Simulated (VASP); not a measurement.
# K (P6_3/mmc) in VASP: single point with PBE

Aim: the single point of K with PBE.

Program: VASP 6.6.1. These are calculated values, not measurements. Logs are shortened: lines on timing, memory, paths and dates and some standing lists are left out, and cuts for length are marked.

**1. The cell of the first run**

It takes space group P6_3/mmc (No. 194, hexagonal). The conventional cell has a = 4.727 Å, b = 4.727 Å, c = 15.307 Å, α = 90.00°, β = 90.00°, γ = 120.00°.

This isn't the form of K at room conditions, which is bcc.

**2. Single point, PBE**

Input file INCAR:

```
PREC = Accurate ; ENCUT = 520
EDIFF = 1E-6 ; ISMEAR = 0
SIGMA = 0.1 ; LREAL = False
LASPH = True ; NELM = 100
ALGO = Fast ; ISIF = 2
LWAVE = False ; LCHARG = True
GGA = PE ; LELF = True
LVHAR = True ; NBANDS = 26
```

Input file KPOINTS:

```
regular mesh
0
Gamma
  12 12 4
```

Input file POSCAR:

```
K
1.0
    4.7273552391      0.0000000000      0.0000000000
   -2.3636776195      4.0940097297      0.0000000000
    0.0000000000      0.0000000000     15.3066174738
K
4
Direct
    0.0000000000      0.0000000000      0.0000000000
    0.0000000000      0.0000000000      0.5000000000
    0.3333333333      0.6666666667      0.2500000000
    0.6666666667      0.3333333333      0.7500000000
```

Potentials or basis: VASP PAW PBE potentials, release 64 (K_sv).

Started as:

```bash
cat potpaw_PBE.64/K_sv/POTCAR > POTCAR
mpirun -np 1 vasp_std > vasp.out
```

OUTCAR:

```text
PREC = Accurate
   ENCUT = 520
   EDIFF = 1E-6
   ISMEAR = 0
   LREAL = False
   LASPH = True
   NELM = 100
   ISIF = 2
   GGA = PE

 ion  position               nearest neighbor table
   1  0.000  0.000  0.000-
   2  0.000  0.000  0.500-
   3  0.333  0.667  0.250-
   4  0.667  0.333  0.750-

  LATTYP: Found a hexagonal cell.
 ALAT       =     4.7273552391
 C/A-ratio  =     3.2378817964

  Lattice vectors:

 A1 = (   4.7273552391,   0.0000000000,   0.0000000000)
 A2 = (  -2.3636776195,   4.0940097297,   0.0000000000)
 A3 = (   0.0000000000,   0.0000000000,  15.3066174738)

Analysis of symmetry for initial positions (statically):
=====================================================================
 Subroutine PRICEL returns:
 Original cell was already a primitive cell.

 Routine SETGRP: Setting up the symmetry group for a
 hexagonal supercell.

 Subroutine GETGRP returns: Found 24 space group operations
 (whereof 12 operations were pure point group operations)
 out of a pool of 24 trial point group operations.

The static configuration has the point symmetry D_3d.
 The point group associated with its full space group is D_6h.

Analysis of symmetry for dynamics (positions and initial velocities):
=====================================================================
 Subroutine PRICEL returns:
 Original cell was already a primitive cell.

 Routine SETGRP: Setting up the symmetry group for a
 hexagonal supercell.

 Subroutine GETGRP returns: Found 24 space group operations
 (whereof 12 operations were pure point group operations)
 out of a pool of 24 trial point group operations.

The dynamic configuration has the point symmetry D_3d.
 The point group associated with its full space group is D_6h.

 Subroutine INISYM returns: Found 24 space group operations
 (whereof 12 operations are pure point group operations),
 and found     1 'primitive' translations

----------------------------------------------------------------------------------------

                                     Primitive cell

  volume of cell :     296.2418

  direct lattice vectors                    reciprocal lattice vectors
     4.727355239  0.000000000  0.000000000     0.211534769  0.122129656  0.000000000
    -2.363677620  4.094009730  0.000000000     0.000000000  0.244259312  0.000000000
     0.000000000  0.000000000 15.306617474     0.000000000  0.000000000  0.065331220

  length of vectors
     4.727355239  4.727355239 15.306617474     0.244259312  0.244259312  0.065331220

  position of ions in fractional coordinates (direct lattice)
     0.000000000  0.000000000  0.000000000
     0.000000000  0.000000000  0.500000000
     0.333333333  0.666666667  0.250000000
     0.666666667  0.333333333  0.750000000

  ion indices of the primitive-cell ions
   primitive index   ion index
                 1           1
                 2           2
                 3           3
                 4           4

----------------------------------------------------------------------------------------

 KPOINTS: regular mesh

Automatic generation of k-mesh.
 Grid dimensions read from file:
 generate k-points for:   12   12    4

 Generating k-lattice:

  Cartesian coordinates                     Fractional coordinates (reciprocal lattice)
     0.017627897  0.010177471  0.000000000     0.083333333 -0.000000000  0.000000000
     0.000000000  0.020354943  0.000000000     0.000000000  0.083333333  0.000000000
     0.000000000  0.000000000  0.016332805     0.000000000  0.000000000  0.250000000

  Length of vectors
     0.020354943  0.020354943  0.016332805

  Shift w.r.t. Gamma in fractional coordinates (k-lattice)
     0.000000000  0.000000000  0.000000000

 Subroutine IBZKPT returns following result:
 ===========================================

 Found     57 irreducible k-points:

 Following reciprocal coordinates:
            Coordinates               Weight
  0.000000  0.000000  0.000000      1.000000
  0.083333  0.000000  0.000000      6.000000
  0.166667  0.000000  0.000000      6.000000
  0.250000  0.000000  0.000000      6.000000
  0.333333  0.000000  0.000000      6.000000
  0.416667  0.000000  0.000000      6.000000
[... 16 lines left out ...]
  0.250000  0.000000  0.250000     12.000000
  0.333333  0.000000  0.250000     12.000000
 [... further k-points ...]
   k-points           NKPTS =     57   k-points in BZ     NKDIM =     57   number of bands    NBANDS=     26
   number of dos      NEDOS =    301   number of ions     NIONS =      4
   total plane-waves  NPLWV = 155520
   dimension x,y,z NGX =    36 NGY =   36 NGZ =  120
   dimension x,y,z NGXF=    72 NGYF=   72 NGZF=  240
   ions per type =               4
   NGX,Y,Z   is equivalent  to a cutoff of  12.66, 12.66, 13.03 a.u.
   NGXF,Y,Z  is equivalent  to a cutoff of  25.32, 25.32, 26.07 a.u.
 SYSTEM =  unknown system
   PREC   = accura    normal or accurate (medium, high low for compatibility)
   ISTART =      0    job   : 0-new  1-cont  2-samecut
   ICHARG =      2    charge: 1-file 2-atom 10-const
   ISPIN  =      1    spin polarized calculation?
   LNONCOLLINEAR =      F non collinear calculations
   LSORBIT =      F    spin-orbit coupling
   LASPH  =      T    aspherical Exc in radial PAW
   ENCUT  =  520.0 eV  38.22 Ry    6.18 a.u.   8.79  8.79 28.46*2*pi/ulx,y,z
   NELM   =    100;   NELMIN=  2; NELMDL= -5     # of ELM steps
   EDIFF  = 0.1E-05   stopping-criterion for ELM
   LREAL  =      F    real-space projection
   EDIFFG = 0.1E-04   stopping-criterion for IOM
   NSW    =      0    number of steps for IOM
   IBRION =     -1    ionic relax: 0-MD 1-quasi-New 2-CG
   NFREE  =      0    steps in history (QN), initial steepest desc. (CG)
   ISIF   =      2    stress and relaxation
   ISYM   =      2    0-nonsym 1-usesym 2-fastsym
   POTIM  = 0.5000    time-step for ionic-motion
   TEBEG  =    0.0;   TEEND  =   0.0 temperature during run
   PSTRESS=    0.0 pullay stress
   NELECT =      36.0000    total number of electrons
   NUPDOWN=      -1.0000    fix difference up-down
   EMIN   =  10.00;   EMAX   =-10.00  energy-range for DOS
   EFERMI =   0.00;   METHOD = LEGACY
   ISMEAR =     0;   SIGMA  =   0.10  broadening in eV -4-tet -1-fermi 0-gaus
   EFERMI_NEDOS =   21; number of points for ismear=-14 and -15
   IALGO  =     68    algorithm
   IMIX   =      4    mixing-type and parameters
     AMIX     =   0.40;   BMIX     =  1.00
     AMIX_MAG =   1.60;   BMIX_MAG =  1.00
  volume/ion in A,a.u.               =      74.06       499.78
  Fermi-wavevector in a.u.,A,eV,Ry     =   0.810887  1.532354  8.946339  0.657537
  Thomas-Fermi vector in A             =   1.920145
   LORBIT       =      0    0 simple, 1 ext, 2 COOP (PROOUT), +10 PAW based schemes
   GGA     = PE    functional components
   LHFCALC =     F    Hartree Fock is set to
   AEXX    =    0.0000 exact exchange contribution
   IVDW    =     0    specifies the selected vdW correction
   LEPSILON=     F    determine dielectric tensor
   LRPA    =     F    only Hartree local field effects (RPA)
 non-spin polarized calculation
 RMM-DIIS sequential band-by-band and
 Gauss-broadening in eV      SIGMA  =   0.10
  energy-cutoff  :      520.00
  volume of cell :      296.24
 maximum number of plane-waves:      8031
 NGX is ok and might be reduce to    36
   NGX = 17   NGY = 17   NGZ = 57

 number of electron      36.0000005 magnetization

 Free energy of the ion-electron system (eV)
  ---------------------------------------------------
  ext. energy  EPLUGINS =         0.00000000
  ---------------------------------------------------
  free energy    TOTEN  =        -4.20123013 eV

  energy without entropy =       -4.18811585  energy(sigma->0) =       -4.19467299

 E-fermi :  -0.1330     XC(G=0):  -5.6339

 val. band max:       -0.1427075966   @ k =   0.2500   0.2500   0.2500
 cond. band min:      -0.1056077040   @ k =   0.4167   0.0833   0.5000
 fundamental gap:      0.0370998926
 Fermi energy:        -0.1330413281

 k-point     1 :       0.0000    0.0000    0.0000
  band No.  band energies     occupation
      1     -32.2663      2.00000
      2     -32.2647      2.00000
      3     -32.2641      2.00000
      4     -32.2625      2.00000
      5     -15.7834      2.00000
      6     -15.7510      2.00000
[... 18 lines left out ...]
     25       3.8783      0.00000
     26       3.9581      0.00000

 k-point     2 :       0.0833    0.0000    0.0000
  band No.  band energies     occupation
      1     -32.2661      2.00000
      2     -32.2646      2.00000
      3     -32.2640      2.00000
      4     -32.2624      2.00000
      5     -15.7819      2.00000
      6     -15.7515      2.00000
[... 18 lines left out ...]
     25       3.7506      0.00000
     26       3.9585      0.00000

 k-point     3 :       0.1667    0.0000    0.0000
  band No.  band energies     occupation
      1     -32.2655      2.00000
      2     -32.2642      2.00000
      3     -32.2635      2.00000
      4     -32.2622      2.00000
      5     -15.7778      2.00000
      6     -15.7537      2.00000
[... 18 lines left out ...]
     25       3.2363      0.00000
     26       3.2580      0.00000

 k-point     4 :       0.2500    0.0000    0.0000
  band No.  band energies     occupation
      1     -32.2647      2.00000
      2     -32.2636      2.00000
      3     -32.2630      2.00000
      4     -32.2619      2.00000
      5     -15.7720      2.00000
      6     -15.7600      2.00000
[... 18 lines left out ...]
     25       2.8359      0.00000
     26       2.8366      0.00000
[... 496 lines left out ...]
      1     -32.2654      2.00000
      2     -32.2646      2.00000
      3     -32.2632      2.00000
      4     -32.2623      2.00000
      5     -15.7760      2.00000
      6     -15.7627      2.00000
[... 18 lines left out ...]
     25       3.2052      0.00000
     26       3.3788      0.00000

 k-point    23 :       0.2500    0.0000    0.2500
  band No.  band energies     occupation
      1     -32.2646      2.00000
      2     -32.2639      2.00000
      3     -32.2627      2.00000
      4     -32.2620      2.00000
      5     -15.7712      2.00000
      6     -15.7645      2.00000
[... 18 lines left out ...]
     25       2.7561      0.00000
     26       2.9996      0.00000

 k-point    24 :       0.3333    0.0000    0.2500
  band No.  band energies     occupation
      1     -32.2637      2.00000
      2     -32.2632      2.00000
      3     -32.2622      2.00000
      4     -32.2617      2.00000
      5     -15.7716      2.00000
      6     -15.7671      2.00000
[... 18 lines left out ...]
     25       2.4998      0.00000
     26       2.6117      0.00000

 [... further k-points ...]

------------------------ aborting loop because EDIFF is reached ----------------------------------------

  FORCE on cell =-STRESS in cart. coord.  units (eV):
  Direction    XX          YY          ZZ          XY          YZ          ZX
  --------------------------------------------------------------------------------------
  -------------------------------------------------------------------------------------
  Total       -0.0301923     -0.0301923     -0.0126487     -0.0000000     -0.0000000      0.0000000
  in kB       -0.1632905     -0.1632905     -0.0684083     -0.0000000     -0.0000000      0.0000000
  external PRESSURE =      -0.1316631 kB  Pullay stress =       0.0000000 kB

 VOLUME and BASIS-vectors are now :
 -----------------------------------------------------------------------------
  energy-cutoff  :      520.00
  volume of cell :      296.24
      direct lattice vectors                 reciprocal lattice vectors
     4.727355239  0.000000000  0.000000000     0.211534769  0.122129656  0.000000000
    -2.363677620  4.094009730  0.000000000     0.000000000  0.244259312  0.000000000
     0.000000000  0.000000000 15.306617474     0.000000000  0.000000000  0.065331220

 POSITION                                       TOTAL-FORCE (eV/Angst)
 -----------------------------------------------------------------------------------
      0.00000      0.00000      0.00000         0.000000      0.000000      0.000000
      0.00000      0.00000      7.65331         0.000000      0.000000      0.000000
     -0.00000      2.72934      3.82665        -0.000000      0.000000      0.000000
      2.36368      1.36467     11.47996         0.000000      0.000000     -0.000000
 -----------------------------------------------------------------------------------
    total drift:                               -0.000000      0.000000      0.000000

  FREE ENERGIE OF THE ION-ELECTRON SYSTEM (eV)
  ---------------------------------------------------
  free  energy   TOTEN  =        -4.2012301256 eV

  energy  without entropy=       -4.1881158484  energy(sigma->0) =       -4.19467299
```

Run time: 25 min. Hardware: 1 thread of Intel Xeon 8259CL, shared host; peak memory 0.6 GiB.

What came out:

* Free energy: -4.2012 eV
* Pressure: 0.0 GPa
* Band gap on the k mesh: zero (bands 18 and 19 overlap by 2.31 eV)
